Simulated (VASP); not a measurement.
# BeRe (Cm) in VASP: single point with PBE

Aim: the single point of BeRe with PBE.

Everything below comes from runs of VASP 6.6.1. Logs are shortened: lines on timing, memory, paths and dates and some standing lists are left out, and cuts for length are marked.

## 1. The cell of the first run

The structure is monoclinic, space group Cm (No. 8). The conventional cell has a = 10.830 Å, b = 3.122 Å, c = 5.634 Å, α = 90.00°, β = 106.95°, γ = 90.00°. Within 2.7 Å of Be (site symmetry m) lie 2 Be at 2.01 to 2.24 Å and 7 Re at 2.33 to 2.44 Å. Be (site symmetry m) has 1 Be at 2.15 Å and 6 Re at 2.24 to 2.31 Å within 2.8 Å. Be (site symmetry m) has 2 Be at 2.01 to 2.27 Å and 7 Re at 2.30 to 2.66 Å within 2.7 Å. Within 2.8 Å of Be (site symmetry m) lie 3 Be at 2.15 to 2.27 Å and 6 Re at 2.51 to 2.65 Å. Within 3.0 Å of Re (site symmetry m) lie 8 Be at 2.24 to 2.58 Å and 4 Re at 2.78 to 2.93 Å. Re (site symmetry m) has 7 Be at 2.27 to 2.51 Å and 4 Re at 2.79 to 2.93 Å within 3.0 Å. Within 3.1 Å of Re (site symmetry m) lie 6 Be at 2.31 to 2.66 Å and 5 Re at 2.73 to 2.85 Å. Within 3.0 Å of Re (site symmetry m) lie 7 Be at 2.29 to 2.91 Å and 5 Re at 2.73 to 2.93 Å.

## 2. Single point, PBE

INCAR reads:

```
SYSTEM = BeRe
PREC = Accurate ; ENCUT = 520
EDIFF = 1E-7 ; ISMEAR = 0
SIGMA = 0.1 ; LREAL = .False.
LASPH = .True. ; NELM = 80
ALGO = Fast ; ISIF = 2
LWAVE = .False. ; LCHARG = .True.
GGA = PE ; LELF = .True.
LVHAR = .True. ; NBANDS = 28
```

KPOINTS reads:

```
Automatic mesh
0
Gamma
  12 12 8
  0 0 0
```

POSCAR reads:

```
BeRe
1.0
    5.4150624577     -1.5611799040     -0.0049383931
    5.4150624577      1.5611799040     -0.0049383931
   -1.6373048164      0.0000000000      5.3905988182
Be Re
4 4
Direct
    0.9103056521      0.9103056521      0.9896699725
    0.6416320476      0.6416320476      0.5506499144
    0.7679291889      0.7679291889      0.1530739215
    0.8433627118      0.8433627118      0.5732067098
    0.2399375799      0.2399375799      0.8264169196
    0.4327323647      0.4327323647      0.3146405833
    0.5296916686      0.5296916686      0.8423839712
    0.1339827353      0.1339827353      0.2499580076
```

Potentials or basis: VASP PAW PBE potentials, release 64 (Be, Re).

Command:

```console
$ cat potpaw_PBE.64/Be/POTCAR potpaw_PBE.64/Re/POTCAR > POTCAR
$ mpirun -np 1 vasp_std > vasp.out
```

OUTCAR:

```text
SYSTEM = BeRe
   PREC = Accurate
   ENCUT = 520
   EDIFF = 1E-7
   ISMEAR = 0
   LREAL = .False.
   LASPH = .True.
   NELM = 80
   ISIF = 2
   GGA = PE

 ion  position               nearest neighbor table
   1  0.910  0.910  0.990-   3 2.01   4 2.24   7 2.33   7 2.33   6 2.36   6 2.36   5 2.39   5 2.39
                             8 2.44
   2  0.642  0.642  0.551-   4 2.15   5 2.24   5 2.24   6 2.27   8 2.29   8 2.29   7 2.31
   3  0.768  0.768  0.153-   1 2.01   4 2.27   8 2.30   8 2.30   6 2.35   6 2.35   5 2.36   5 2.36
                             7 2.66
   4  0.843  0.843  0.573-   2 2.15   1 2.24   3 2.27   6 2.51   6 2.51   5 2.58   5 2.58   7 2.65
                             7 2.65   8 2.91   8 2.91
   5  0.240  0.240  0.826-   2 2.24   2 2.24   3 2.36   3 2.36   1 2.39   1 2.39   4 2.58   4 2.58
                             7 2.78   7 2.78   6 2.93   8 2.93   7 3.11   8 3.11
   6  0.433  0.433  0.315-   2 2.27   3 2.35   3 2.35   1 2.36   1 2.36   4 2.51   4 2.51   8 2.79
                             8 2.79   7 2.85   5 2.93   7 3.13   8 3.15
   7  0.530  0.530  0.842-   2 2.31   1 2.33   1 2.33   4 2.65   4 2.65   3 2.66   8 2.73   8 2.73
                             5 2.78   5 2.78   6 2.85   5 3.11   6 3.13
   8  0.134  0.134  0.250-   2 2.29   2 2.29   3 2.30   3 2.30   1 2.44   7 2.73   7 2.73   6 2.79
                             6 2.79   4 2.91   4 2.91   5 2.93   5 3.11   6 3.15

  LATTYP: Found a base centered monoclinic cell.
 ALAT       =    10.8301294191
 B/A-ratio  =     0.2883030929
 C/A-ratio  =     0.5201938110
 COS(beta)  =    -0.2914959780

  Lattice vectors:

 A1 = (   5.4150624577,  -1.5611799040,  -0.0049383931)
 A2 = (   5.4150624577,   1.5611799040,  -0.0049383931)
 A3 = (  -1.6373048164,   0.0000000000,   5.3905988182)

Analysis of symmetry for initial positions (statically):
=====================================================================
 Subroutine PRICEL returns:
 Original cell was already a primitive cell.

 Routine SETGRP: Setting up the symmetry group for a
 base centered monoclinic supercell.

 Subroutine GETGRP returns: Found  2 space group operations
 (whereof  2 operations were pure point group operations)
 out of a pool of  4 trial point group operations.

The static configuration has the point symmetry C_1h.

Analysis of symmetry for dynamics (positions and initial velocities):
=====================================================================
 Subroutine PRICEL returns:
 Original cell was already a primitive cell.

 Routine SETGRP: Setting up the symmetry group for a
 base centered monoclinic supercell.

 Subroutine GETGRP returns: Found  2 space group operations
 (whereof  2 operations were pure point group operations)
 out of a pool of  4 trial point group operations.

[... 118 lines left out ...]
   ISIF   =      2    stress and relaxation
   ISYM   =      2    0-nonsym 1-usesym 2-fastsym
   POTIM  = 0.5000    time-step for ionic-motion
   TEBEG  =    0.0;   TEEND  =   0.0 temperature during run
   PSTRESS=    0.0 pullay stress
   NELECT =      36.0000    total number of electrons
   NUPDOWN=      -1.0000    fix difference up-down
   EMIN   =  10.00;   EMAX   =-10.00  energy-range for DOS
   EFERMI =   0.00;   METHOD = LEGACY
   ISMEAR =     0;   SIGMA  =   0.10  broadening in eV -4-tet -1-fermi 0-gaus
   EFERMI_NEDOS =   21; number of points for ismear=-14 and -15
   IALGO  =     68    algorithm
   IMIX   =      4    mixing-type and parameters
     AMIX     =   0.40;   BMIX     =  1.00
     AMIX_MAG =   1.60;   BMIX_MAG =  1.00
  volume/ion in A,a.u.               =      11.39        76.86
  Fermi-wavevector in a.u.,A,eV,Ry     =   1.201272  2.270075 19.633942  1.443054
  Thomas-Fermi vector in A             =   2.337085
   LORBIT       =      0    0 simple, 1 ext, 2 COOP (PROOUT), +10 PAW based schemes
   GGA     = PE    functional components
   LHFCALC =     F    Hartree Fock is set to
   AEXX    =    0.0000 exact exchange contribution
   IVDW    =     0    specifies the selected vdW correction
   LEPSILON=     F    determine dielectric tensor
   LRPA    =     F    only Hartree local field effects (RPA)
 non-spin polarized calculation
 RMM-DIIS sequential band-by-band and
 Gauss-broadening in eV      SIGMA  =   0.10
  energy-cutoff  :      520.00
  volume of cell :       91.12
 maximum number of plane-waves:      2478
 NGX is ok and might be reduce to    42
   NGX = 21   NGY = 21   NGZ = 21

 number of electron      36.0000000 magnetization

 Free energy of the ion-electron system (eV)
  ---------------------------------------------------
  ext. energy  EPLUGINS =         0.00000000
  ---------------------------------------------------
  free energy    TOTEN  =       -64.78095939 eV

  energy without entropy =      -64.76453662  energy(sigma->0) =      -64.77274801

 E-fermi :   7.1902     XC(G=0): -12.5824

 val. band max:        7.1881154646   @ k =   0.2500   0.1667   0.0000
 cond. band min:       7.1904981658   @ k =   0.4167   0.1667   0.1250
 fundamental gap:      0.0023827012
 Fermi energy:         7.1901814655

 k-point     1 :       0.0000    0.0000    0.0000
  band No.  band energies     occupation
      1      -2.9156      2.00000
      2       0.1201      2.00000
      3       0.9864      2.00000
      4       1.1733      2.00000
      5       2.3563      2.00000
      6       2.8182      2.00000
[... 733 lines left out ...]
     27      12.2472      0.00000
     28      13.3723      0.00000

 [... further k-points ...]
[... 5 lines left out ...]
  --------------------------------------------------------------------------------------
  -------------------------------------------------------------------------------------
  Total        0.0969216      0.0189390      0.0944380      0.0000000      0.0000000      0.0157973
  in kB        1.7042298      0.3330158      1.6605594      0.0000000      0.0000000      0.2777733
  external PRESSURE =       1.2326017 kB  Pullay stress =       0.0000000 kB

 VOLUME and BASIS-vectors are now :
 -----------------------------------------------------------------------------
  energy-cutoff  :      520.00
  volume of cell :       91.12
      direct lattice vectors                 reciprocal lattice vectors
     5.415062458 -1.561179904 -0.004938393     0.092360622 -0.320270584  0.028053004
     5.415062458  1.561179904 -0.004938393     0.092360622  0.320270584  0.028053004
    -1.637304816  0.000000000  5.390598818     0.000169225  0.000000000  0.185559547

 POSITION                                       TOTAL-FORCE (eV/Angst)
 -----------------------------------------------------------------------------------
      8.23833      0.00000      5.32592         0.012638      0.000000     -0.007011
      6.04737      0.00000      2.96200        -0.004406      0.000000     -0.000812
      8.06614      0.00000      0.81758        -0.008386      0.000000      0.005511
      8.19521      0.00000      3.08160         0.008346      0.000000     -0.005195
      1.24546      0.00000      4.45251        -0.021341      0.000000     -0.009124
      4.17138      0.00000      1.69183         0.014901      0.000000      0.013042
      4.35739      0.00000      4.53572         0.000548      0.000000      0.010000
      1.04179      0.00000      1.34610        -0.002301      0.000000     -0.006412
 -----------------------------------------------------------------------------------
    total drift:                               -0.000277     -0.000000      0.000105

  FREE ENERGIE OF THE ION-ELECTRON SYSTEM (eV)
  ---------------------------------------------------
  free  energy   TOTEN  =       -64.7809593897 eV

  energy  without entropy=      -64.7645366233  energy(sigma->0) =      -64.77274801
```

OSZICAR:

```text
N       E                     dE             d eps       ncg     rms          rms(c)
DAV:   1     0.179300608952E+03    0.17930E+03   -0.15237E+04 34440   0.148E+03
DAV:   2    -0.415879558104E+02   -0.22089E+03   -0.20277E+03 34568   0.613E+02
DAV:   3    -0.701052743985E+02   -0.28517E+02   -0.25673E+02 33420   0.288E+02
[... 14 lines left out ...]
RMM:  18    -0.647809583656E+02   -0.20389E-05   -0.21652E-05 27560   0.226E-02    0.421E-03
RMM:  19    -0.647809589465E+02   -0.58092E-06   -0.76714E-06 24229   0.138E-02    0.388E-03
RMM:  20    -0.647809592544E+02   -0.30792E-06   -0.24978E-06 20947   0.147E-02    0.222E-03
RMM:  21    -0.647809593276E+02   -0.73157E-07   -0.10343E-06 20433   0.184E-02    0.536E-03
RMM:  22    -0.647809593897E+02   -0.62127E-07   -0.55993E-07 20707   0.223E-02
   1 F= -.64780959E+02 E0= -.64772748E+02  d E =-.164228E-01
```

stdout:

```text
POSCAR found type information on POSCAR BeRe
 POSCAR found :  2 types and       8 ions
 scaLAPACK will be used
 LDA part: xc-table for (Slater+PW92), standard interpolation
 POSCAR, INCAR and KPOINTS ok, starting setup
 FFT: planning ... GRIDC
 FFT: planning ... GRID_SOFT
 FFT: planning ... GRID
 WAVECAR not read
 entering main loop
WARNING in EDDRMM: call to ZHEGV failed, returncode =   8  4     16
WARNING in EDDRMM: call to ZHEGV failed, returncode =   8  4     17
WARNING in EDDRMM: call to ZHEGV failed, returncode =   8  4     16
WARNING in EDDRMM: call to ZHEGV failed, returncode =   8  4     18
WARNING in EDDRMM: call to ZHEGV failed, returncode =   8  4     19
WARNING in EDDRMM: call to ZHEGV failed, returncode =   8  4     17
WARNING in EDDRMM: call to ZHEGV failed, returncode =   8  4     15
WARNING in EDDRMM: call to ZHEGV failed, returncode =   8  4     17
WARNING in EDDRMM: call to ZHEGV failed, returncode =   8  4     16
WARNING in EDDRMM: call to ZHEGV failed, returncode =   8  4     19
WARNING in EDDRMM: call to ZHEGV failed, returncode =   8  4     17
WARNING in EDDRMM: call to ZHEGV failed, returncode =   8  4     18
WARNING in EDDRMM: call to ZHEGV failed, returncode =   8  4     20
WARNING in EDDRMM: call to ZHEGV failed, returncode =   8  4     17
WARNING in EDDRMM: call to ZHEGV failed, returncode =   8  4     17
WARNING in EDDRMM: call to ZHEGV failed, returncode =   8  4     24
WARNING in EDDRMM: call to ZHEGV failed, returncode =   8  4     19
```

Wall time 48 min (1 thread of Oxide Virtual Turin-like, shared host); peak memory 0.73 GiB.

Results:

```yaml
Free_energy: -64.7810 eV
Pressure: 0.1 GPa
Largest_force: 0.023 eV/Å
Band_gap_on_the_k_mesh: zero (band 18 reaches 7.59 eV, above the bottom of band 19 at 6.87 eV)
```

Forces in eV/Å, atoms in the order of the input:
```
Be   0.013  0.000 -0.007
Be  -0.004  0.000 -0.001
Be  -0.008  0.000  0.006
Be   0.008  0.000 -0.005
Re  -0.021  0.000 -0.009
Re   0.015  0.000  0.013
Re   0.001  0.000  0.010
Re  -0.002  0.000 -0.006
```

Caveat: spin-orbit coupling is left out, which moves the levels of the heavy elements.
